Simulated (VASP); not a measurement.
# As (R-3m) in VASP: further runs

The runs below take As through single point, relaxation of cell and atoms, with LDA.

Program: VASP 6.6.1. These are calculated values, not measurements. Logs are shortened: lines on timing, memory, paths and dates and some standing lists are left out, and cuts for length are marked.

**1. The cell of the first run**

The structure is trigonal, space group R-3m (No. 166). The conventional cell has a = 3.767 Å, b = 3.767 Å, c = 9.958 Å, α = 90.00°, β = 90.00°, γ = 120.00°. As (site symmetry 3m) has 6 As at 2.52 to 2.99 Å within 3.3 Å.

**2. Single point, LDA**

INCAR reads:

```
SYSTEM = As
  PREC = Accurate
  ENCUT = 520
  EDIFF = 1E-6
  ISMEAR = 1
  SIGMA = 0.1
  LREAL = .False.
  LASPH = .True.
  NELM = 60
  ALGO = Normal
  ISIF = 2
  LWAVE = .False.
  LCHARG = .False.
  NBANDS = 12
```

KPOINTS reads:

```
Automatic mesh
0
Gamma
  8 8 8
  0 0 0
```

POSCAR reads:

```
As
1.0
    1.8834282620      1.0873978140      3.3193876678
   -1.8834282620      1.0873978140      3.3193876678
    0.0000000000     -2.1747956281      3.3193876678
As
2
Direct
    0.7697939322      0.7697939322      0.7697939322
    0.2302060678      0.2302060678      0.2302060678
```

Potentials or basis: VASP PAW LDA potentials, release 64 (As).

On the command line:

```bash
$ cat potpaw_LDA.64/As/POTCAR > POTCAR
$ mpirun -np 1 vasp_std > vasp.out
```

OUTCAR:

```text
SYSTEM = As
   PREC = Accurate
   ENCUT = 520
   EDIFF = 1E-6
   ISMEAR = 1
   LREAL = .False.
   LASPH = .True.
   NELM = 60
   ISIF = 2

 ion  position               nearest neighbor table
   1  0.770  0.770  0.770-   2 2.52   2 2.52   2 2.52
   2  0.230  0.230  0.230-   1 2.52   1 2.52   1 2.52

  LATTYP: Found a trigonal (rhomboedric) cell.
 ALAT       =     3.9683838667
 COS(alpha) =     0.5494937599

  Lattice vectors:

 A1 = (   1.8834282620,   1.0873978140,   3.3193876678)
 A2 = (  -1.8834282620,   1.0873978140,   3.3193876678)
 A3 = (   0.0000000000,  -2.1747956281,   3.3193876678)

Analysis of symmetry for initial positions (statically):
=====================================================================
 Subroutine PRICEL returns:
 Original cell was already a primitive cell.

 Routine SETGRP: Setting up the symmetry group for a
 trigonal (rhombohedral) supercell.

 Subroutine GETGRP returns: Found 12 space group operations
 (whereof 12 operations were pure point group operations)
 out of a pool of 12 trial point group operations.

The static configuration has the point symmetry D_3d.

Analysis of symmetry for dynamics (positions and initial velocities):
=====================================================================
 Subroutine PRICEL returns:
 Original cell was already a primitive cell.

 Routine SETGRP: Setting up the symmetry group for a
 trigonal (rhombohedral) supercell.

 Subroutine GETGRP returns: Found 12 space group operations
 (whereof 12 operations were pure point group operations)
 out of a pool of 12 trial point group operations.

The dynamic configuration has the point symmetry D_3d.

 Subroutine INISYM returns: Found 12 space group operations
 (whereof 12 operations are pure point group operations),
 and found     1 'primitive' translations

----------------------------------------------------------------------------------------

                                     Primitive cell

  volume of cell :      40.7893

  direct lattice vectors                    reciprocal lattice vectors
     1.883428262  1.087397814  3.319387668     0.265473345  0.153271107  0.100420128
    -1.883428262  1.087397814  3.319387668    -0.265473345  0.153271107  0.100420128
     0.000000000 -2.174795628  3.319387668     0.000000000 -0.306542214  0.100420128

  length of vectors
     3.968383867  3.968383867  3.968383867     0.322571435  0.322571435  0.322571435

  position of ions in fractional coordinates (direct lattice)
     0.769793932  0.769793932  0.769793932
     0.230206068  0.230206068  0.230206068

  ion indices of the primitive-cell ions
   primitive index   ion index
                 1           1
                 2           2

----------------------------------------------------------------------------------------

 KPOINTS: Automatic mesh

Automatic generation of k-mesh.
 Grid dimensions read from file:
 generate k-points for:    8    8    8

 Generating k-lattice:

  Cartesian coordinates                     Fractional coordinates (reciprocal lattice)
     0.033184168  0.019158888  0.012552516     0.125000000 -0.000000000 -0.000000000
    -0.033184168  0.019158888  0.012552516    -0.000000000  0.125000000 -0.000000000
     0.000000000 -0.038317777  0.012552516     0.000000000  0.000000000  0.125000000

  Length of vectors
     0.040321429  0.040321429  0.040321429

  Shift w.r.t. Gamma in fractional coordinates (k-lattice)
     0.000000000  0.000000000  0.000000000

 Subroutine IBZKPT returns following result:
 ===========================================

 Found     65 irreducible k-points:

 Following reciprocal coordinates:
            Coordinates               Weight
  0.000000  0.000000  0.000000      1.000000
  0.125000 -0.000000  0.000000      6.000000
  0.250000 -0.000000  0.000000      6.000000
  0.375000 -0.000000  0.000000      6.000000
  0.500000 -0.000000  0.000000      3.000000
  0.125000  0.125000  0.000000      6.000000
[... 16 lines left out ...]
  0.250000  0.125000  0.125000      6.000000
  0.375000  0.125000  0.125000      6.000000
 [... further k-points ...]
   k-points           NKPTS =     65   k-points in BZ     NKDIM =     65   number of bands    NBANDS=     12
   number of dos      NEDOS =    301   number of ions     NIONS =      2
   total plane-waves  NPLWV =  27000
   dimension x,y,z NGX =    30 NGY =   30 NGZ =   30
   dimension x,y,z NGXF=    60 NGYF=   60 NGZF=   60
   ions per type =               2
   NGX,Y,Z   is equivalent  to a cutoff of  12.57, 12.57, 12.57 a.u.
   NGXF,Y,Z  is equivalent  to a cutoff of  25.14, 25.14, 25.14 a.u.
 SYSTEM =  As
   PREC   = accura    normal or accurate (medium, high low for compatibility)
   ISTART =      0    job   : 0-new  1-cont  2-samecut
   ICHARG =      2    charge: 1-file 2-atom 10-const
   ISPIN  =      1    spin polarized calculation?
   LNONCOLLINEAR =      F non collinear calculations
   LSORBIT =      F    spin-orbit coupling
   LASPH  =      T    aspherical Exc in radial PAW
   ENCUT  =  520.0 eV  38.22 Ry    6.18 a.u.   7.38  7.38  7.38*2*pi/ulx,y,z
   NELM   =     60;   NELMIN=  2; NELMDL= -5     # of ELM steps
   EDIFF  = 0.1E-05   stopping-criterion for ELM
   LREAL  =      F    real-space projection
   EDIFFG = 0.1E-04   stopping-criterion for IOM
   NSW    =      0    number of steps for IOM
   IBRION =     -1    ionic relax: 0-MD 1-quasi-New 2-CG
   NFREE  =      0    steps in history (QN), initial steepest desc. (CG)
   ISIF   =      2    stress and relaxation
   ISYM   =      2    0-nonsym 1-usesym 2-fastsym
   POTIM  = 0.5000    time-step for ionic-motion
   TEBEG  =    0.0;   TEEND  =   0.0 temperature during run
   PSTRESS=    0.0 pullay stress
   NELECT =      10.0000    total number of electrons
   NUPDOWN=      -1.0000    fix difference up-down
   EMIN   =  10.00;   EMAX   =-10.00  energy-range for DOS
   EFERMI =   0.00;   METHOD = LEGACY
   ISMEAR =     1;   SIGMA  =   0.10  broadening in eV -4-tet -1-fermi 0-gaus
   EFERMI_NEDOS =   21; number of points for ismear=-14 and -15
   IALGO  =     38    algorithm
   IMIX   =      4    mixing-type and parameters
     AMIX     =   0.40;   BMIX     =  1.00
     AMIX_MAG =   1.60;   BMIX_MAG =  1.00
  volume/ion in A,a.u.               =      20.39       137.63
  Fermi-wavevector in a.u.,A,eV,Ry     =   1.024612  1.936235 14.283788  1.049829
  Thomas-Fermi vector in A             =   2.158408
   LORBIT       =      0    0 simple, 1 ext, 2 COOP (PROOUT), +10 PAW based schemes
   GGA     = CA    functional components
   LHFCALC =     F    Hartree Fock is set to
   AEXX    =    0.0000 exact exchange contribution
   IVDW    =     0    specifies the selected vdW correction
   LEPSILON=     F    determine dielectric tensor
   LRPA    =     F    only Hartree local field effects (RPA)
 non-spin polarized calculation
 Methfessel and Paxton  Order N= 1 SIGMA  =   0.10
  energy-cutoff  :      520.00
  volume of cell :       40.79
 maximum number of plane-waves:      1108
 NGX is ok and might be reduce to    30
   NGX = 15   NGY = 15   NGZ = 15

 number of electron      10.0000001 magnetization

 Free energy of the ion-electron system (eV)
  ---------------------------------------------------
  ext. energy  EPLUGINS =         0.00000000
  ---------------------------------------------------
  free energy    TOTEN  =       -10.79598465 eV

  energy without entropy =      -10.79577903  energy(sigma->0) =      -10.79591611

 E-fermi :   6.1012     XC(G=0): -10.4115

 val. band max:        6.0855789698   @ k =   0.3750   0.1250   0.1250
 cond. band min:       6.2391075923   @ k =   0.3750   0.1250   0.1250
 fundamental gap:      0.1535286226
 Fermi energy:         6.1012299515

 k-point     1 :       0.0000    0.0000    0.0000
  band No.  band energies     occupation
      1      -9.3370      2.00000
      2       0.5164      2.00000
      3       3.6519      2.00000
      4       3.8482      2.00000
      5       3.8482      2.00000
      6       8.1161      0.00000
      7       9.1621      0.00000
      8       9.1621      0.00000
      9      12.4521      0.00000
     10      12.4521      0.00000
     11      12.9277      0.00000
     12      14.5893      0.00000

 k-point     2 :       0.1250   -0.0000    0.0000
  band No.  band energies     occupation
      1      -9.1222      2.00000
      2      -0.3794      2.00000
      3       3.6277      2.00000
      4       3.7531      2.00000
      5       4.1495      2.00000
      6       8.1622      0.00000
      7       8.7276      0.00000
      8       8.7988      0.00000
      9      11.6775      0.00000
     10      12.4107      0.00000
     11      12.4499      0.00000
     12      15.9226      0.00000

 k-point     3 :       0.2500   -0.0000    0.0000
  band No.  band energies     occupation
      1      -8.4847      2.00000
      2      -2.1868      2.00000
      3       3.5298      2.00000
      4       3.5634      2.00000
      5       4.6686      2.00000
      6       7.4318     -0.00000
      7       7.7891     -0.00000
      8       7.9129     -0.00000
      9      12.1059      0.00000
     10      12.8550      0.00000
     11      13.5104      0.00000
     12      18.5339      0.00000

 k-point     4 :       0.3750   -0.0000    0.0000
  band No.  band energies     occupation
      1      -7.4574      2.00000
      2      -4.0947      2.00000
      3       3.4205      2.00000
      4       3.5653      2.00000
      5       5.1259      2.00000
      6       6.4759     -0.00000
      7       6.7381     -0.00000
      8       7.1482     -0.00000
      9      13.6471      0.00000
     10      14.7388      0.00000
     11      15.5310      0.00000
     12      18.3742      0.00000

 k-point     5 :       0.5000   -0.0000    0.0000
  band No.  band energies     occupation
      1      -6.4370      2.00000
      2      -5.4320      2.00000
      3       3.3734      2.00000
      4       3.6293      2.00000
      5       5.6587      2.00000
      6       5.7202      2.00000
      7       6.2992     -0.01708
      8       6.8610     -0.00000
      9      15.5013      0.00000
     10      16.1723      0.00000
     11      17.4228      0.00000
     12      17.4812      0.00000
[... 228 lines left out ...]
      1      -6.3742      2.00000
      2      -3.5924      2.00000
      3      -0.4648      2.00000
      4       1.5720      2.00000
      5       1.5778      2.00000
      6       7.5031     -0.00000
      7      11.8374      0.00000
      8      12.8097      0.00000
      9      13.8818      0.00000
     10      16.8365      0.00000
     11      18.6374      0.00000
     12      18.9966      0.00000

 k-point    22 :       0.1250    0.1250    0.1250
  band No.  band energies     occupation
      1      -9.1685      2.00000
      2      -0.4664      2.00000
      3       3.8692      2.00000
      4       3.8692      2.00000
      5       4.2618      2.00000
      6       8.1163      0.00000
      7       8.6226      0.00000
      8       8.6226      0.00000
      9      12.3976      0.00000
     10      12.6828      0.00000
     11      12.6828      0.00000
     12      15.6381      0.00000

 k-point    23 :       0.2500    0.1250    0.1250
  band No.  band energies     occupation
      1      -8.8457      2.00000
      2      -1.3527      2.00000
      3       2.6107      2.00000
      4       4.1315      2.00000
      5       5.3756      2.00000
      6       7.3586     -0.00000
      7       7.5827     -0.00000
      8       9.4208      0.00000
      9      12.0950      0.00000
     10      12.5543      0.00000
     11      13.6668      0.00000
     12      15.4142      0.00000

 k-point    24 :       0.3750    0.1250    0.1250
  band No.  band energies     occupation
      1      -8.1119      2.00000
      2      -2.8202      2.00000
      3       1.8440      2.00000
      4       3.8986      2.00000
      5       6.0856      1.26134
      6       6.2391     -0.06504
      7       7.0583     -0.00000
      8       9.6862      0.00000
      9      12.1484      0.00000
     10      13.5061      0.00000
     11      15.0933      0.00000
     12      17.2853      0.00000

 [... further k-points ...]
[... 5 lines left out ...]
  --------------------------------------------------------------------------------------
  -------------------------------------------------------------------------------------
  Total        0.1205183      0.1205183      0.0860430      0.0000000     -0.0000000      0.0000000
  in kB        4.7338767      4.7338767      3.3797106      0.0000000     -0.0000000      0.0000000
  external PRESSURE =       4.2824880 kB  Pullay stress =       0.0000000 kB

 VOLUME and BASIS-vectors are now :
 -----------------------------------------------------------------------------
  energy-cutoff  :      520.00
  volume of cell :       40.79
      direct lattice vectors                 reciprocal lattice vectors
     1.883428262  1.087397814  3.319387668     0.265473345  0.153271107  0.100420128
    -1.883428262  1.087397814  3.319387668    -0.265473345  0.153271107  0.100420128
     0.000000000 -2.174795628  3.319387668     0.000000000 -0.306542214  0.100420128

 POSITION                                       TOTAL-FORCE (eV/Angst)
 -----------------------------------------------------------------------------------
      0.00000     -0.00000      7.66573         0.000000      0.000000     -0.053975
      0.00000     -0.00000      2.29243         0.000000     -0.000000      0.053975
 -----------------------------------------------------------------------------------
    total drift:                                0.000000      0.000000     -0.000000

  FREE ENERGIE OF THE ION-ELECTRON SYSTEM (eV)
  ---------------------------------------------------
  free  energy   TOTEN  =       -10.7959846492 eV

  energy  without entropy=      -10.7957790313  energy(sigma->0) =      -10.79591611
```

Wall time 10 s (1 thread of Intel Xeon 6975P-C (Granite Rapids), shared host); peak memory 0.15 GiB.

Results:

```yaml
Free_energy: -10.7960 eV
Pressure: 0.4 GPa
Largest_force: 0.054 eV/Å
Band_gap_on_the_k_mesh: zero (band 5 reaches 6.09 eV, above the bottom of band 6 at 5.72 eV)
```

Forces in eV/Å, atoms in the order of the input:
```
As   0.000  0.000 -0.054
As   0.000  0.000  0.054
```

Stress tensor (GPa, compression positive):
```
0.47 0.00 0.00
0.00 0.47 0.00
0.00 0.00 0.34
```

**3. Relaxation of cell and atoms, LDA**

This run uses another cell than the first one, of 21.53 Å³/atom, 1.056 times its volume.

INCAR reads:

```
ALGO = Normal
EDIFF = 1E-6
EDIFFG = -0.01
ENCUT = 600
GGA = CA
IBRION = 2
ISIF = 3
ISMEAR = 1
LASPH = True
LCHARG = False
LREAL = False
LWAVE = False
NELM = 80
NSW = 80
PREC = Accurate
SIGMA = 0.1
```

KPOINTS reads:

```
k-points
0
Gamma
  8 8 8
```

POSCAR reads:

```
As
1.0
    1.8808000000      1.0858800000      3.5140600000
   -1.8808000000      1.0858800000      3.5140600000
    0.0000000000     -2.1717600000      3.5140600000
As
2
Direct
    0.7740000000      0.7740000000      0.7740000000
    0.2260000000      0.2260000000      0.2260000000
```

Potentials or basis: VASP PAW LDA potentials, release 64 (As).

On the command line:

```bash
$ cat potpaw_LDA.64/As/POTCAR > POTCAR
$ mpirun -np 1 vasp_std > vasp.out
```

It took 70 s on 1 thread of Intel Xeon 6975P-C (Granite Rapids), shared host; peak memory 0.18 GiB.

It converged, with:

* Free energy: -10.7964 eV
* Relaxed volume: 20.44 Å³/atom
* Relaxed cell: a = 3.969 Å, b = 3.969 Å, c = 3.969 Å, α = 56.74°, β = 56.74°, γ = 56.74°
* Space group after relaxing (to 0.05 Å): R-3m (No. 166)
* Energy gained by relaxing: 13.6 meV/atom
* Ionic steps: 13
* Pressure after relaxing: 0.1 GPa
* Band gap on the k mesh: zero (band 5 reaches 6.05 eV, above the bottom of band 6 at 5.68 eV)

Step by step:
| step | energy change (eV) | largest force (eV/Å) | pressure (GPa) | volume (Å³) |
| --- | --- | --- | --- | --- |
| 1 | 0.0000 | 0.3203 | -0.93 | 43.06 |
| 2 | -0.0119 | 0.1870 | -0.38 | 42.29 |
| 3 | -0.0178 | 0.0513 | 1.03 | 40.69 |
| 4 | -0.0191 | 0.0490 | 0.48 | 41.21 |
| 5 | -0.0224 | 0.0800 | -0.61 | 41.45 |
| 6 | -0.0224 | 0.0964 | -0.72 | 41.47 |
| 7 | -0.0252 | 0.0832 | -0.40 | 41.22 |
| 8 | -0.0252 | 0.0372 | 0.40 | 40.54 |
| 9 | -0.0271 | 0.0404 | -0.07 | 40.92 |
| 10 | -0.0272 | 0.0240 | 0.02 | 40.85 |
| 11 | -0.0272 | 0.0277 | 0.00 | 40.86 |
| 12 | -0.0272 | 0.0114 | 0.03 | 40.88 |
| 13 | -0.0272 | 0.0005 | 0.06 | 40.89 |

Final structure:
```xyz
2
Lattice="1.8860 1.0889 3.3184 -1.8860 1.0889 3.3184 0.0000 -2.1778 3.3184" Properties=species:S:1:pos:R:3 pbc="T T T"
As    0.0000    0.0000    7.6607
As    0.0000    0.0000    2.2945
```

Levels at points of the mesh, in eV from the Fermi level:
```tsv
k point	band 1	band 2	band 3	band 4	band 5	band 6	band 7	band 8	band 9
(0.00, 0.00, 0.00)	-15.40	-5.60	-2.44	-2.24	-2.24	2.05	3.07	3.07	6.34
(0.50, 0.00, 0.00)	-12.51	-11.52	-2.69	-2.44	-0.44	-0.38	0.19	0.74	9.41
(0.50, 0.50, 0.00)	-12.45	-9.67	-6.56	-4.52	-4.50	1.43	5.72	6.67	7.76
(0.50, 0.50, 0.50)	-13.62	-10.59	-1.87	-1.87	-0.83	0.18	0.18	1.44	8.45
```

LDA usually gives volumes a few per cent too small. Zero-point motion and thermal expansion aren't in these numbers.
